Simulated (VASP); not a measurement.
# CsBr (Pm-3m) in VASP: a series of runs, part 2 of 2

VASP 6.6.1. The steps go on from the part before.

### 3 Single point, PBE (42.90 Å³/atom)

This run uses another cell than the first one, of 42.90 Å³/atom.

Contents of INCAR:

```
PREC = Accurate
ENCUT = 500
EDIFF = 1E-6
ISMEAR = -1
SIGMA = 0.02
LREAL = F
LASPH = T
NELM = 120
ALGO = Normal
ISIF = 2
LWAVE = F
LCHARG = T
GGA = PE
LELF = T
LVHAR = T
NBANDS = 15
GGA_COMPAT = F
```

Contents of KPOINTS:

```
Automatic mesh
0
Gamma
  6 6 6
```

Contents of POSCAR:

```
CsBr
1.0
    4.4104598805      0.0000000000      0.0000000000
    0.0000000000      4.4104598805      0.0000000000
    0.0000000000      0.0000000000      4.4104598805
Cs Br
1 1
Direct
    0.0000000000      0.0000000000      0.0000000000
    0.5000000000      0.5000000000      0.5000000000
```

Potentials or basis: VASP PAW PBE potentials, release 64 (Cs_sv, Br).

The run is started by

```sh
$ cat potpaw_PBE.64/Cs_sv/POTCAR potpaw_PBE.64/Br/POTCAR > POTCAR
$ mpirun -np 1 vasp_std > vasp.out
```

OUTCAR:

```text
PREC = Accurate
   ENCUT = 500
   EDIFF = 1E-6
   ISMEAR = -1
   LREAL = F
   LASPH = T
   NELM = 120
   ISIF = 2
   GGA = PE

 ion  position               nearest neighbor table
   1  0.000  0.000  0.000-
   2  0.500  0.500  0.500-

  LATTYP: Found a simple cubic cell.
 ALAT       =     4.4104598805

  Lattice vectors:

 A1 = (   4.4104598805,   0.0000000000,   0.0000000000)
 A2 = (   0.0000000000,   4.4104598805,   0.0000000000)
 A3 = (   0.0000000000,   0.0000000000,   4.4104598805)

Analysis of symmetry for initial positions (statically):
=====================================================================
 Subroutine PRICEL returns:
 Original cell was already a primitive cell.

 Routine SETGRP: Setting up the symmetry group for a
 simple cubic supercell.

 Subroutine GETGRP returns: Found 48 space group operations
 (whereof 48 operations were pure point group operations)
 out of a pool of 48 trial point group operations.

The static configuration has the point symmetry O_h .

Analysis of symmetry for dynamics (positions and initial velocities):
=====================================================================
 Subroutine PRICEL returns:
 Original cell was already a primitive cell.

 Routine SETGRP: Setting up the symmetry group for a
 simple cubic supercell.

 Subroutine GETGRP returns: Found 48 space group operations
 (whereof 48 operations were pure point group operations)
 out of a pool of 48 trial point group operations.

The dynamic configuration has the point symmetry O_h .

 Subroutine INISYM returns: Found 48 space group operations
 (whereof 48 operations are pure point group operations),
 and found     1 'primitive' translations

----------------------------------------------------------------------------------------

[... 111 lines left out ...]
   LORBIT       =      0    0 simple, 1 ext, 2 COOP (PROOUT), +10 PAW based schemes
   GGA     = PE    functional components
   LHFCALC =     F    Hartree Fock is set to
   AEXX    =    0.0000 exact exchange contribution
   IVDW    =     0    specifies the selected vdW correction
   LEPSILON=     F    determine dielectric tensor
   LRPA    =     F    only Hartree local field effects (RPA)
 non-spin polarized calculation
  energy-cutoff  :      500.00
  volume of cell :       85.79
 maximum number of plane-waves:      2212
   NGX = 17   NGY = 17   NGZ = 17

 number of electron      16.0000002 magnetization

 Free energy of the ion-electron system (eV)
  ---------------------------------------------------
  ext. energy  EPLUGINS =         0.00000000
  ---------------------------------------------------
  free energy    TOTEN  =        -6.02399033 eV

  energy without entropy =       -6.02399033  energy(sigma->0) =       -6.02399033

 E-fermi :  -0.2420     XC(G=0):  -7.6986

 val. band max:       -0.6891120873   @ k =   0.5000   0.5000   0.0000
 cond. band min:       3.5031116003   @ k =   0.0000   0.0000   0.0000
 fundamental gap:      4.1922236876
 Fermi energy:        -0.2420164440

 k-point     1 :       0.0000    0.0000    0.0000
  band No.  band energies     occupation
      1     -20.6131      2.00000
      2     -12.9683      2.00000
      3      -7.2389      2.00000
      4      -7.2389      2.00000
      5      -7.2389      2.00000
      6      -0.7165      2.00000
      7      -0.7165      2.00000
      8      -0.7165      2.00000
      9       3.5031      0.00000
     10       4.2842      0.00000
     11       4.2842      0.00000
     12       8.1437      0.00000
     13       8.1437      0.00000
     14       8.1437      0.00000
[... 329 lines left out ...]
      2     -12.8241      2.00000
      3      -7.5644      2.00000
      4      -7.5644      2.00000
      5      -7.5644      2.00000
      6      -1.6924      2.00000
      7      -1.6924      2.00000
      8      -1.6924      2.00000
      9       7.2308      0.00000
     10       7.2308      0.00000
     11       7.2308      0.00000
     12       8.0630      0.00000
     13       8.0630      0.00000
     14       8.0630      0.00000
     15      10.0912      0.00000

------------------------ aborting loop because EDIFF is reached ----------------------------------------

  FORCE on cell =-STRESS in cart. coord.  units (eV):
  Direction    XX          YY          ZZ          XY          YZ          ZX
  --------------------------------------------------------------------------------------
  -------------------------------------------------------------------------------------
  Total       -0.0710391     -0.0710391     -0.0710391      0.0000000      0.0000000      0.0000000
  in kB       -1.3266498     -1.3266498     -1.3266498      0.0000000      0.0000000      0.0000000
  external PRESSURE =      -1.3266498 kB  Pullay stress =       0.0000000 kB

 VOLUME and BASIS-vectors are now :
 -----------------------------------------------------------------------------
  energy-cutoff  :      500.00
  volume of cell :       85.79
      direct lattice vectors                 reciprocal lattice vectors
     4.410459881  0.000000000  0.000000000     0.226733726  0.000000000  0.000000000
     0.000000000  4.410459881  0.000000000     0.000000000  0.226733726  0.000000000
     0.000000000  0.000000000  4.410459881     0.000000000  0.000000000  0.226733726

 POSITION                                       TOTAL-FORCE (eV/Angst)
 -----------------------------------------------------------------------------------
      0.00000      0.00000      0.00000         0.000000      0.000000      0.000000
      2.20523      2.20523      2.20523         0.000000      0.000000      0.000000
 -----------------------------------------------------------------------------------
    total drift:                                0.000000      0.000000     -0.000000

  FREE ENERGIE OF THE ION-ELECTRON SYSTEM (eV)
  ---------------------------------------------------
  free  energy   TOTEN  =        -6.0239903261 eV

  energy  without entropy=       -6.0239903261  energy(sigma->0) =       -6.02399033
```

Run time: 29 s. Hardware: 1 thread of Intel Xeon 8259CL, shared host; peak memory 0.18 GiB.

What came out:

```yaml
Free_energy: -6.0240 eV
Pressure: -0.1 GPa
Band_gap_on_the_k_mesh: 4.19 eV (least direct gap 4.22 eV)
```

Caveat: spin-orbit coupling is left out, which moves the levels of the heavy elements. A k mesh can miss the band edges.
